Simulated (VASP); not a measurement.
# Bi (P6_3/mmc) in VASP: notebook

Bi is run at these levels: PBE; tasks: single point.

All numbers are computed with VASP 6.6.1; they aren't measurements. Logs are shortened: lines on timing, memory, paths and dates and some standing lists are left out, and cuts for length are marked.

## (1) The cell of the first run

The structure is hexagonal, space group P6_3/mmc (No. 194). Conventional cell: a = 3.355 Å, b = 3.355 Å, c = 5.463 Å, α = 90.00°, β = 90.00°, γ = 120.00°. Bi (site symmetry -6m2) has 12 Bi at 3.35 to 3.36 Å within 4.4 Å.

This isn't the form of Bi at room conditions, which is rhombohedral.

## (2) Single point, PBE (26.63 Å³/atom)

INCAR reads:

```
SYSTEM = Bi
ALGO = Normal ; EDIFF = 1E-6
ENCUT = 520 ; GGA = PE
ISIF = 2 ; ISMEAR = -1
LASPH = .TRUE. ; LCHARG = .TRUE.
LELF = .TRUE. ; LREAL = .FALSE.
LVHAR = .TRUE. ; LWAVE = .FALSE.
NBANDS = 22 ; NELM = 100
PREC = Accurate ; SIGMA = 0.05
```

KPOINTS reads:

```
k-points
0
G
  14 14 8
  0 0 0
```

POSCAR reads:

```
Bi
1.0
    3.3552025240      0.0000000000      0.0000000000
   -1.6776012620      2.9056906206      0.0000000000
    0.0000000000      0.0000000000      5.4631257916
Bi
2
Direct
    0.3333333333      0.6666666667      0.2500000000
    0.6666666667      0.3333333333      0.7500000000
```

Potentials or basis: VASP PAW PBE potentials, release 64 (Bi_d).

Started as:

```sh
cat potpaw_PBE.64/Bi_d/POTCAR > POTCAR
mpirun -np 1 vasp_std > vasp.out
```

OUTCAR:

```text
SYSTEM = Bi
   EDIFF = 1E-6
   ENCUT = 520
   GGA = PE
   ISIF = 2
   ISMEAR = -1
   LASPH = .TRUE.
   LREAL = .FALSE.
   NELM = 100
   PREC = Accurate

 ion  position               nearest neighbor table
   1  0.333  0.667  0.250-   2 3.35   2 3.35   2 3.35   2 3.35   2 3.35   2 3.35
   2  0.667  0.333  0.750-   1 3.35   1 3.35   1 3.35   1 3.35   1 3.35   1 3.35

  LATTYP: Found a hexagonal cell.
 ALAT       =     3.3552025240
 C/A-ratio  =     1.6282551508

  Lattice vectors:

 A1 = (   3.3552025240,   0.0000000000,   0.0000000000)
 A2 = (  -1.6776012620,   2.9056906206,   0.0000000000)
 A3 = (   0.0000000000,   0.0000000000,   5.4631257916)

Analysis of symmetry for initial positions (statically):
=====================================================================
 Subroutine PRICEL returns:
 Original cell was already a primitive cell.

 Routine SETGRP: Setting up the symmetry group for a
 hexagonal supercell.

 Subroutine GETGRP returns: Found 24 space group operations
 (whereof 12 operations were pure point group operations)
 out of a pool of 24 trial point group operations.

The static configuration has the point symmetry D_3d.
 The point group associated with its full space group is D_6h.

Analysis of symmetry for dynamics (positions and initial velocities):
=====================================================================
 Subroutine PRICEL returns:
 Original cell was already a primitive cell.

 Routine SETGRP: Setting up the symmetry group for a
 hexagonal supercell.

 Subroutine GETGRP returns: Found 24 space group operations
 (whereof 12 operations were pure point group operations)
 out of a pool of 24 trial point group operations.

The dynamic configuration has the point symmetry D_3d.
 The point group associated with its full space group is D_6h.

 Subroutine INISYM returns: Found 24 space group operations
 (whereof 12 operations are pure point group operations),
 and found     1 'primitive' translations

----------------------------------------------------------------------------------------

                                     Primitive cell

  volume of cell :      53.2610

  direct lattice vectors                    reciprocal lattice vectors
     3.355202524  0.000000000  0.000000000     0.298044602  0.172076131  0.000000000
    -1.677601262  2.905690621  0.000000000     0.000000000  0.344152262  0.000000000
     0.000000000  0.000000000  5.463125792     0.000000000  0.000000000  0.183045392

  length of vectors
     3.355202524  3.355202524  5.463125792     0.344152262  0.344152262  0.183045392

  position of ions in fractional coordinates (direct lattice)
     0.333333333  0.666666667  0.250000000
     0.666666667  0.333333333  0.750000000

  ion indices of the primitive-cell ions
   primitive index   ion index
                 1           1
                 2           2

----------------------------------------------------------------------------------------

 KPOINTS: k-points

Automatic generation of k-mesh.
 Grid dimensions read from file:
 generate k-points for:   14   14    8

 Generating k-lattice:

  Cartesian coordinates                     Fractional coordinates (reciprocal lattice)
     0.021288900  0.012291152  0.000000000     0.071428571 -0.000000000  0.000000000
     0.000000000  0.024582304  0.000000000     0.000000000  0.071428571  0.000000000
     0.000000000  0.000000000  0.022880674     0.000000000  0.000000000  0.125000000

  Length of vectors
     0.024582304  0.024582304  0.022880674

  Shift w.r.t. Gamma in fractional coordinates (k-lattice)
     0.000000000  0.000000000  0.000000000

 Subroutine IBZKPT returns following result:
 ===========================================

 Found    120 irreducible k-points:

 Following reciprocal coordinates:
            Coordinates               Weight
  0.000000  0.000000  0.000000      1.000000
  0.071429 -0.000000  0.000000      6.000000
  0.142857 -0.000000  0.000000      6.000000
  0.214286 -0.000000  0.000000      6.000000
  0.285714 -0.000000  0.000000      6.000000
  0.357143 -0.000000  0.000000      6.000000
[... 16 lines left out ...]
  0.285714  0.285714  0.000000      6.000000
  0.357143  0.285714  0.000000      6.000000
 [... further k-points ...]
   k-points           NKPTS =    120   k-points in BZ     NKDIM =    120   number of bands    NBANDS=     22
   number of dos      NEDOS =    301   number of ions     NIONS =      2
   total plane-waves  NPLWV =  32928
   dimension x,y,z NGX =    28 NGY =   28 NGZ =   42
   dimension x,y,z NGXF=    56 NGYF=   56 NGZF=   84
   ions per type =               2
   NGX,Y,Z   is equivalent  to a cutoff of  13.87, 13.87, 12.78 a.u.
   NGXF,Y,Z  is equivalent  to a cutoff of  27.75, 27.75, 25.56 a.u.
 SYSTEM =  Bi
   PREC   = accura    normal or accurate (medium, high low for compatibility)
   ISTART =      0    job   : 0-new  1-cont  2-samecut
   ICHARG =      2    charge: 1-file 2-atom 10-const
   ISPIN  =      1    spin polarized calculation?
   LNONCOLLINEAR =      F non collinear calculations
   LSORBIT =      F    spin-orbit coupling
   LASPH  =      T    aspherical Exc in radial PAW
   ENCUT  =  520.0 eV  38.22 Ry    6.18 a.u.   6.24  6.24 10.16*2*pi/ulx,y,z
   NELM   =    100;   NELMIN=  2; NELMDL= -5     # of ELM steps
   EDIFF  = 0.1E-05   stopping-criterion for ELM
   LREAL  =      F    real-space projection
   EDIFFG = 0.1E-04   stopping-criterion for IOM
   NSW    =      0    number of steps for IOM
   IBRION =     -1    ionic relax: 0-MD 1-quasi-New 2-CG
   NFREE  =      0    steps in history (QN), initial steepest desc. (CG)
   ISIF   =      2    stress and relaxation
   ISYM   =      2    0-nonsym 1-usesym 2-fastsym
   POTIM  = 0.5000    time-step for ionic-motion
   TEBEG  =    0.0;   TEEND  =   0.0 temperature during run
   PSTRESS=    0.0 pullay stress
   NELECT =      30.0000    total number of electrons
   NUPDOWN=      -1.0000    fix difference up-down
   EMIN   =  10.00;   EMAX   =-10.00  energy-range for DOS
   EFERMI =   0.00;   METHOD = LEGACY
   ISMEAR =    -1;   SIGMA  =   0.05  broadening in eV -4-tet -1-fermi 0-gaus
   EFERMI_NEDOS =   21; number of points for ismear=-14 and -15
   IALGO  =     38    algorithm
   IMIX   =      4    mixing-type and parameters
     AMIX     =   0.40;   BMIX     =  1.00
     AMIX_MAG =   1.60;   BMIX_MAG =  1.00
  volume/ion in A,a.u.               =      26.63       179.71
  Fermi-wavevector in a.u.,A,eV,Ry     =   1.352007  2.554922 24.870387  1.827922
  Thomas-Fermi vector in A             =   2.479381
   LORBIT       =      0    0 simple, 1 ext, 2 COOP (PROOUT), +10 PAW based schemes
   GGA     = PE    functional components
   LHFCALC =     F    Hartree Fock is set to
   AEXX    =    0.0000 exact exchange contribution
   IVDW    =     0    specifies the selected vdW correction
   LEPSILON=     F    determine dielectric tensor
   LRPA    =     F    only Hartree local field effects (RPA)
 non-spin polarized calculation
  energy-cutoff  :      520.00
  volume of cell :       53.26
 maximum number of plane-waves:      1454
 NGX is ok and might be reduce to    28
   NGX = 13   NGY = 13   NGZ = 21

 number of electron      29.9999998 magnetization

 Free energy of the ion-electron system (eV)
  ---------------------------------------------------
  ext. energy  EPLUGINS =         0.00000000
  ---------------------------------------------------
  free energy    TOTEN  =        -7.13614414 eV

  energy without entropy =       -7.12641772  energy(sigma->0) =       -7.13128093

 E-fermi :  10.1319     XC(G=0): -11.0595

 val. band max:       10.1303835641   @ k =   0.3571   0.1429   0.3750
 cond. band min:      10.1520125014   @ k =   0.2143  -0.0000   0.3750
 fundamental gap:      0.0216289372
 Fermi energy:        10.1319231576

 k-point     1 :       0.0000    0.0000    0.0000
  band No.  band energies     occupation
      1     -13.1560      2.00000
      2     -13.1524      2.00000
      3     -13.1197      2.00000
      4     -13.1197      2.00000
      5     -13.1034      2.00000
      6     -13.1034      2.00000
[... 14 lines left out ...]
     21      20.7805      0.00000
     22      21.4802      0.00000

 k-point     2 :       0.0714   -0.0000    0.0000
  band No.  band energies     occupation
      1     -13.1565      2.00000
      2     -13.1499      2.00000
      3     -13.1145      2.00000
      4     -13.1092      2.00000
      5     -13.1004      2.00000
      6     -13.0930      2.00000
[... 14 lines left out ...]
     21      20.2694      0.00000
     22      21.3984      0.00000

 k-point     3 :       0.1429   -0.0000    0.0000
  band No.  band energies     occupation
      1     -13.1715      2.00000
      2     -13.1343      2.00000
      3     -13.1077      2.00000
      4     -13.0911      2.00000
      5     -13.0875      2.00000
      6     -13.0803      2.00000
[... 14 lines left out ...]
     21      19.6753      0.00000
     22      20.4578      0.00000

 k-point     4 :       0.2143   -0.0000    0.0000
  band No.  band energies     occupation
      1     -13.1943      2.00000
      2     -13.1169      2.00000
      3     -13.1113      2.00000
      4     -13.1034      2.00000
      5     -13.1015      2.00000
      6     -13.0403      2.00000
[... 14 lines left out ...]
     21      19.9037      0.00000
     22      20.0091      0.00000

 k-point     5 :       0.2857   -0.0000    0.0000
  band No.  band energies     occupation
      1     -13.2186      2.00000
      2     -13.1354      2.00000
      3     -13.1214      2.00000
      4     -13.1161      2.00000
      5     -13.0773      2.00000
      6     -12.9967      2.00000
[... 417 lines left out ...]
 k-point    22 :       0.3571    0.2143    0.0000
  band No.  band energies     occupation
      1     -13.2064      2.00000
      2     -13.1628      2.00000
      3     -13.1062      2.00000
      4     -13.0766      2.00000
      5     -13.0493      2.00000
      6     -13.0271      2.00000
[... 14 lines left out ...]
     21      23.0388      0.00000
     22      23.6913      0.00000

 k-point    23 :       0.2857    0.2857    0.0000
  band No.  band energies     occupation
      1     -13.2095      2.00000
      2     -13.1109      2.00000
      3     -13.1046      2.00000
      4     -13.0988      2.00000
      5     -13.0538      2.00000
      6     -13.0031      2.00000
[... 14 lines left out ...]
     21      21.8236      0.00000
     22      23.1064      0.00000

 k-point    24 :       0.3571    0.2857    0.0000
  band No.  band energies     occupation
      1     -13.2147      2.00000
      2     -13.1096      2.00000
      3     -13.0885      2.00000
      4     -13.0739      2.00000
      5     -13.0657      2.00000
      6     -13.0201      2.00000
[... 14 lines left out ...]
     21      23.7540      0.00000
     22      23.7907      0.00000

 [... further k-points ...]

------------------------ aborting loop because EDIFF is reached ----------------------------------------

  FORCE on cell =-STRESS in cart. coord.  units (eV):
  Direction    XX          YY          ZZ          XY          YZ          ZX
  --------------------------------------------------------------------------------------
  -------------------------------------------------------------------------------------
  Total        4.4453844      4.4453844      4.4697114     -0.0000000      0.0000000      0.0000000
  in kB      133.7243800    133.7243800    134.4561757     -0.0000000      0.0000000      0.0000000
  external PRESSURE =     133.9683119 kB  Pullay stress =       0.0000000 kB

 VOLUME and BASIS-vectors are now :
 -----------------------------------------------------------------------------
  energy-cutoff  :      520.00
  volume of cell :       53.26
      direct lattice vectors                 reciprocal lattice vectors
     3.355202524  0.000000000  0.000000000     0.298044602  0.172076131  0.000000000
    -1.677601262  2.905690621  0.000000000     0.000000000  0.344152262  0.000000000
     0.000000000  0.000000000  5.463125792     0.000000000  0.000000000  0.183045392

 POSITION                                       TOTAL-FORCE (eV/Angst)
 -----------------------------------------------------------------------------------
     -0.00000      1.93713      1.36578        -0.000000      0.000000      0.000000
      1.67760      0.96856      4.09734         0.000000     -0.000000      0.000000
 -----------------------------------------------------------------------------------
    total drift:                               -0.000000      0.000000      0.000000

  FREE ENERGIE OF THE ION-ELECTRON SYSTEM (eV)
  ---------------------------------------------------
  free  energy   TOTEN  =        -7.1361441419 eV

  energy  without entropy=       -7.1264177173  energy(sigma->0) =       -7.13128093
```

It took 4.2 min on 1 thread of Intel Xeon 8259CL, shared host; peak memory 0.25 GiB.

Results:

* Free energy: -7.1361 eV
* Pressure: 13.4 GPa
* Band gap on the k mesh: zero (bands 15 and 16 overlap by 8.07 eV)

Caveat: the cell stands under pressure; spin-orbit coupling is left out, which moves the levels of the heavy elements.

## (3) Single point, PBE

This run uses another cell than the first one, of 29.17 Å³/atom.

INCAR reads:

```
ALGO = Normal
EDIFF = 1E-7
ENCUT = 520
GGA = PE
ISIF = 2
ISMEAR = -1
LASPH = True
LCHARG = False
LREAL = False
LWAVE = False
NBANDS = 22
NELM = 60
PREC = Accurate
SIGMA = 0.05
```

KPOINTS reads:

```
k-points
0
Gamma
  14 14 8
```

POSCAR reads:

```
Bi
1.0
    3.4534326113      0.0000000000      0.0000000000
   -1.7267163057      2.9907603717      0.0000000000
    0.0000000000      0.0000000000      5.6478772572
Bi
2
Direct
    0.3333333333      0.6666666667      0.2500000000
    0.6666666667      0.3333333333      0.7500000000
```

Potentials or basis: VASP PAW PBE potentials, release 64 (Bi_d).

Started as:

```sh
cat potpaw_PBE.64/Bi_d/POTCAR > POTCAR
mpirun -np 1 vasp_std > vasp.out
```

Run time: 3.6 min. Hardware: 1 thread of Intel Xeon 8259CL, shared host; peak memory 0.25 GiB.

It converged, with:

| Quantity | Value |
| --- | --- |
| Free energy | -7.4212 eV |
| Pressure | 5.1 GPa |
| Band gap on the k mesh | zero (bands 15 and 16 overlap by 7.26 eV) |

Levels at points of the mesh, in eV from the Fermi level:
| k point | band 12 | band 13 | band 14 | band 15 | band 16 | band 17 | band 18 | band 19 |
| --- | --- | --- | --- | --- | --- | --- | --- | --- |
| (0.00, 0.00, 0.00) | -10.90 | -5.73 | 3.62 | 3.62 | 5.32 | 5.32 | 5.44 | 7.27 |
| (0.50, 0.00, 0.00) | -9.85 | -4.72 | -3.22 | -2.17 | 0.12 | 0.34 | 3.63 | 4.83 |
| (0.00, 0.00, 0.50) | -12.96 | -1.14 | -1.14 | 4.42 | 4.42 | 4.42 | 4.42 | 8.13 |
| (0.50, 0.00, 0.50) | -10.34 | -5.24 | -5.24 | 1.62 | 1.62 | 1.63 | 1.63 | 5.66 |

Caveat: the cell stands under pressure; spin-orbit coupling is left out, which moves the levels of the heavy elements.

The gap in the log of VASP goes by the Fermi energy; the results here count the filled bands.